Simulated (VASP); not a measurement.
# Ni (Fm-3m) in VASP: further runs

Runs on Ni. Level: PBE. Tasks: single point.

All numbers are computed with VASP 6.6.1; they aren't measurements. Logs are shortened: lines on timing, memory, paths and dates and some standing lists are left out, and cuts for length are marked.

## 1. The cell of the first run

The structure is cubic, space group Fm-3m (No. 225). Conventional cell: a = 3.519 Å, b = 3.519 Å, c = 3.519 Å, α = 90.00°, β = 90.00°, γ = 90.00°. Within 3.3 Å of Ni (site symmetry m-3m) lie 12 Ni at 2.49 Å.

## 2. Single point, PBE, collinear spin, ferromagnetic start

INCAR

```
SYSTEM = Ni
PREC = Accurate
ENCUT = 520
EDIFF = 1E-6
ISMEAR = -1
SIGMA = 0.01
LREAL = .False.
LASPH = .True.
NELM = 150
ALGO = Normal
ISIF = 2
LWAVE = .False.
LCHARG = .False.
ISPIN = 2
MAGMOM = 0.672
LORBIT = 11
LMAXMIX = 4
GGA = PE
NBANDS = 15
```

KPOINTS

```
Automatic mesh
0
Gamma
  15 15 15
  0 0 0
```

POSCAR

```
Ni
1.0
    0.0000000000      1.7596893266      1.7596893266
    1.7596893266      0.0000000000      1.7596893266
    1.7596893266      1.7596893266      0.0000000000
Ni
1
Direct
    0.0000000000      0.0000000000      0.0000000000
```

Potentials or basis: VASP PAW PBE potentials, release 64 (Ni).

Started as:

```console
$ cat potpaw_PBE.64/Ni/POTCAR > POTCAR
$ mpirun -np 1 vasp_std > vasp.out
```

OUTCAR:

```text
SYSTEM = Ni
   PREC = Accurate
   ENCUT = 520
   EDIFF = 1E-6
   ISMEAR = -1
   LREAL = .False.
   LASPH = .True.
   NELM = 150
   ISIF = 2
   ISPIN = 2
   LORBIT = 11
   GGA = PE

 ion  position               nearest neighbor table
   1  0.000  0.000  0.000-

  LATTYP: Found a face centered cubic cell.
 ALAT       =     3.5193786532

  Lattice vectors:

 A1 = (   0.0000000000,   1.7596893266,   1.7596893266)
 A2 = (   1.7596893266,   0.0000000000,   1.7596893266)
 A3 = (   1.7596893266,   1.7596893266,   0.0000000000)

Analysis of symmetry for initial positions (statically):
=====================================================================
 Subroutine PRICEL returns:
 Original cell was already a primitive cell.

 Routine SETGRP: Setting up the symmetry group for a
 face centered cubic supercell.

 Subroutine GETGRP returns: Found 48 space group operations
 (whereof 48 operations were pure point group operations)
 out of a pool of 48 trial point group operations.

The static configuration has the point symmetry O_h .

Analysis of symmetry for dynamics (positions and initial velocities):
=====================================================================
 Subroutine PRICEL returns:
 Original cell was already a primitive cell.

 Routine SETGRP: Setting up the symmetry group for a
 face centered cubic supercell.

 Subroutine GETGRP returns: Found 48 space group operations
 (whereof 48 operations were pure point group operations)
 out of a pool of 48 trial point group operations.

The dynamic configuration has the point symmetry O_h .

Analysis of structural, dynamic, and magnetic symmetry:
=====================================================================
 Subroutine PRICEL returns:
 Original cell was already a primitive cell.

 Routine SETGRP: Setting up the symmetry group for a
 face centered cubic supercell.

 Subroutine GETGRP returns: Found 48 space group operations
 (whereof 48 operations were pure point group operations)
 out of a pool of 48 trial point group operations.

The overall configuration has the point symmetry O_h .

 Subroutine INISYM returns: Found 48 space group operations
 (whereof 48 operations are pure point group operations),
 and found     1 'primitive' translations

----------------------------------------------------------------------------------------

                                     Primitive cell

  volume of cell :      10.8978

  direct lattice vectors                    reciprocal lattice vectors
     0.000000000  1.759689327  1.759689327    -0.284141065  0.284141065  0.284141065
     1.759689327  0.000000000  1.759689327     0.284141065 -0.284141065  0.284141065
     1.759689327  1.759689327  0.000000000     0.284141065  0.284141065 -0.284141065

  length of vectors
     2.488576511  2.488576511  2.488576511     0.492146762  0.492146762  0.492146762

  position of ions in fractional coordinates (direct lattice)
     0.000000000  0.000000000  0.000000000

  ion indices of the primitive-cell ions
   primitive index   ion index
                 1           1

----------------------------------------------------------------------------------------

 KPOINTS: Automatic mesh

Automatic generation of k-mesh.
 Grid dimensions read from file:
 generate k-points for:   15   15   15

 Generating k-lattice:

  Cartesian coordinates                     Fractional coordinates (reciprocal lattice)
    -0.018942738  0.018942738  0.018942738     0.066666667  0.000000000  0.000000000
     0.018942738 -0.018942738  0.018942738     0.000000000  0.066666667  0.000000000
     0.018942738  0.018942738 -0.018942738     0.000000000  0.000000000  0.066666667

  Length of vectors
     0.032809784  0.032809784  0.032809784

  Shift w.r.t. Gamma in fractional coordinates (k-lattice)
     0.000000000  0.000000000  0.000000000

 Subroutine IBZKPT returns following result:
 ===========================================

 Found    120 irreducible k-points:

 Following reciprocal coordinates:
            Coordinates               Weight
  0.000000  0.000000  0.000000      1.000000
  0.066667  0.000000  0.000000      8.000000
  0.133333  0.000000  0.000000      8.000000
  0.200000  0.000000  0.000000      8.000000
  0.266667  0.000000  0.000000      8.000000
  0.333333  0.000000  0.000000      8.000000
[... 16 lines left out ...]
  0.133333  0.133333  0.000000      6.000000
  0.200000  0.133333  0.000000     24.000000
 [... further k-points ...]
   k-points           NKPTS =    120   k-points in BZ     NKDIM =    120   number of bands    NBANDS=     15
   number of dos      NEDOS =    301   number of ions     NIONS =      1
   total plane-waves  NPLWV =   8000
   dimension x,y,z NGX =    20 NGY =   20 NGZ =   20
   dimension x,y,z NGXF=    40 NGYF=   40 NGZF=   40
   ions per type =               1
   NGX,Y,Z   is equivalent  to a cutoff of  13.36, 13.36, 13.36 a.u.
   NGXF,Y,Z  is equivalent  to a cutoff of  26.72, 26.72, 26.72 a.u.
 SYSTEM =  Ni
   PREC   = accura    normal or accurate (medium, high low for compatibility)
   ISTART =      0    job   : 0-new  1-cont  2-samecut
   ICHARG =      2    charge: 1-file 2-atom 10-const
   ISPIN  =      2    spin polarized calculation?
   LNONCOLLINEAR =      F non collinear calculations
   LSORBIT =      F    spin-orbit coupling
   LASPH  =      T    aspherical Exc in radial PAW
   ENCUT  =  520.0 eV  38.22 Ry    6.18 a.u.   4.63  4.63  4.63*2*pi/ulx,y,z
   NELM   =    150;   NELMIN=  2; NELMDL= -5     # of ELM steps
   EDIFF  = 0.1E-05   stopping-criterion for ELM
   LREAL  =      F    real-space projection
   EDIFFG = 0.1E-04   stopping-criterion for IOM
   NSW    =      0    number of steps for IOM
   IBRION =     -1    ionic relax: 0-MD 1-quasi-New 2-CG
   NFREE  =      0    steps in history (QN), initial steepest desc. (CG)
   ISIF   =      2    stress and relaxation
   ISYM   =      2    0-nonsym 1-usesym 2-fastsym
   POTIM  = 0.5000    time-step for ionic-motion
   TEBEG  =    0.0;   TEEND  =   0.0 temperature during run
   PSTRESS=    0.0 pullay stress
   NELECT =      10.0000    total number of electrons
   NUPDOWN=      -1.0000    fix difference up-down
   EMIN   =  10.00;   EMAX   =-10.00  energy-range for DOS
   EFERMI =   0.00;   METHOD = LEGACY
   ISMEAR =    -1;   SIGMA  =   0.01  broadening in eV -4-tet -1-fermi 0-gaus
   EFERMI_NEDOS =   21; number of points for ismear=-14 and -15
   IALGO  =     38    algorithm
   IMIX   =      4    mixing-type and parameters
     AMIX     =   0.40;   BMIX     =  1.00
     AMIX_MAG =   1.60;   BMIX_MAG =  1.00
  volume/ion in A,a.u.               =      10.90        73.54
  Fermi-wavevector in a.u.,A,eV,Ry     =   1.590849  3.006268 34.433612  2.530799
  Thomas-Fermi vector in A             =   2.689480
   LORBIT       =     11    0 simple, 1 ext, 2 COOP (PROOUT), +10 PAW based schemes
   GGA     = PE    functional components
   LHFCALC =     F    Hartree Fock is set to
   AEXX    =    0.0000 exact exchange contribution
   IVDW    =     0    specifies the selected vdW correction
   LEPSILON=     F    determine dielectric tensor
   LRPA    =     F    only Hartree local field effects (RPA)
 spin polarized calculation
  energy-cutoff  :      520.00
  volume of cell :       10.90
 maximum number of plane-waves:       304
   NGX =  9   NGY =  9   NGZ =  9

 number of electron      10.0000009 magnetization       0.6415523

 Free energy of the ion-electron system (eV)
  ---------------------------------------------------
  ext. energy  EPLUGINS =         0.00000000
  ---------------------------------------------------
  free energy    TOTEN  =        -5.47176728 eV

  energy without entropy =       -5.47112143  energy(sigma->0) =       -5.47144435

 E-fermi :   9.3518     XC(G=0): -13.2460

 val. band max:        9.3442709933   @ k =  -0.4000   0.2000   0.0000
 cond. band min:       9.3542936220   @ k =  -0.4667   0.3333   0.1333
 fundamental gap:      0.0100226287
 Fermi energy:         9.3518080568

 spin component 1

 k-point     1 :       0.0000    0.0000    0.0000
  band No.  band energies     occupation
      1       0.3553      1.00000
      2       6.9062      1.00000
      3       6.9062      1.00000
      4       6.9062      1.00000
      5       8.0926      1.00000
      6       8.0926      1.00000
      7      33.0653      0.00000
      8      36.9127      0.00000
      9      36.9127      0.00000
     10      36.9127      0.00000
     11      39.8406      0.00000
     12      39.8406      0.00000
     13      39.8406      0.00000
     14      42.8145      0.00000
     15      49.0879      0.00000
[... 397 lines left out ...]
 k-point    24 :       0.2000    0.1333    0.0000
  band No.  band energies     occupation
      1       1.8543      1.00000
      2       6.4434      1.00000
      3       7.2622      1.00000
      4       7.2861      1.00000
      5       7.7471      1.00000
      6       8.2652      1.00000
      7      29.0209      0.00000
      8      31.5881      0.00000
      9      32.0467      0.00000
     10      34.3299      0.00000
     11      38.7085      0.00000
     12      43.2260      0.00000
     13      44.9493      0.00000
     14      45.5517      0.00000
     15      50.3630      0.00000

 [... further k-points ...]

 spin component 2

 k-point     1 :       0.0000    0.0000    0.0000
  band No.  band energies     occupation
      1       0.3184      1.00000
      2       7.6863      1.00000
      3       7.6863      1.00000
      4       7.6863      1.00000
      5       8.6830      1.00000
      6       8.6830      1.00000
      7      32.8965      0.00000
      8      36.8906      0.00000
      9      36.8906      0.00000
     10      36.8906      0.00000
     11      39.9447      0.00000
     12      39.9447      0.00000
     13      39.9447      0.00000
     14      42.6911      0.00000
     15      49.2925      0.00000
[... 397 lines left out ...]
 k-point    24 :       0.2000    0.1333    0.0000
  band No.  band energies     occupation
      1       1.8234      1.00000
      2       7.1786      1.00000
      3       8.0131      1.00000
      4       8.0718      1.00000
      5       8.3494      1.00000
      6       8.8712      1.00000
      7      29.0903      0.00000
      8      31.6706      0.00000
      9      32.0114      0.00000
     10      34.2998      0.00000
     11      38.9181      0.00000
     12      43.2072      0.00000
     13      44.8848      0.00000
     14      45.5038      0.00000
     15      50.3924      0.00000

 [... further k-points ...]

------------------------ aborting loop because EDIFF is reached ----------------------------------------

  FORCE on cell =-STRESS in cart. coord.  units (eV):
  Direction    XX          YY          ZZ          XY          YZ          ZX
  --------------------------------------------------------------------------------------
  -------------------------------------------------------------------------------------
  Total       -0.0097927     -0.0097927     -0.0097927      0.0000000     -0.0000000      0.0000000
  in kB       -1.4397165     -1.4397165     -1.4397165      0.0000000     -0.0000000      0.0000000
  external PRESSURE =      -1.4397165 kB  Pullay stress =       0.0000000 kB

 VOLUME and BASIS-vectors are now :
 -----------------------------------------------------------------------------
  energy-cutoff  :      520.00
  volume of cell :       10.90
      direct lattice vectors                 reciprocal lattice vectors
     0.000000000  1.759689327  1.759689327    -0.284141065  0.284141065  0.284141065
     1.759689327  0.000000000  1.759689327     0.284141065 -0.284141065  0.284141065
     1.759689327  1.759689327  0.000000000     0.284141065  0.284141065 -0.284141065

 POSITION                                       TOTAL-FORCE (eV/Angst)
 -----------------------------------------------------------------------------------
      0.00000      0.00000      0.00000        -0.000000      0.000000     -0.000000
 -----------------------------------------------------------------------------------
    total drift:                                0.000000      0.000000      0.000000

  FREE ENERGIE OF THE ION-ELECTRON SYSTEM (eV)
  ---------------------------------------------------
  free  energy   TOTEN  =        -5.4717672817 eV

  energy  without entropy=       -5.4711214277  energy(sigma->0) =       -5.47144435

 total charge

# of ion       s       p       d       tot
------------------------------------------
    1        0.497   0.497   8.313   9.307

 magnetization (x)

# of ion       s       p       d       tot
------------------------------------------
    1       -0.007  -0.026   0.687   0.654
```

Wall time 54 s (1 thread of Intel Xeon Platinum 8259CL at 2.50GHz (Skylake/Cascade Lake), shared host); peak memory 0.15 GiB.

What came out:

```
Free energy                                           : -5.4718 eV
Pressure                                              : -0.1 GPa
Net moment                                            : 0.64 μB per cell
Site moments                                          : Ni +0.65 μB
Valence electrons inside the program's atomic spheres : Ni 9.31
```

Levels at points of the mesh, in eV from the Fermi level:
Spin up:
| k point | band 2 | band 3 | band 4 | band 5 | band 6 | band 7 | band 8 | band 9 |
| --- | --- | --- | --- | --- | --- | --- | --- | --- |
| (0.00, 0.00, 0.00) | -2.45 | -2.45 | -2.45 | -1.26 | -1.26 | 23.71 | 27.56 | 27.56 |
Spin down:
```
           k point  band 3  band 4  band 5  band 6  band 7  band 8
(0.00, 0.00, 0.00)   -1.67   -1.67   -0.67   -0.67   23.54   27.54
```

(Continued in part 2 of 2.)
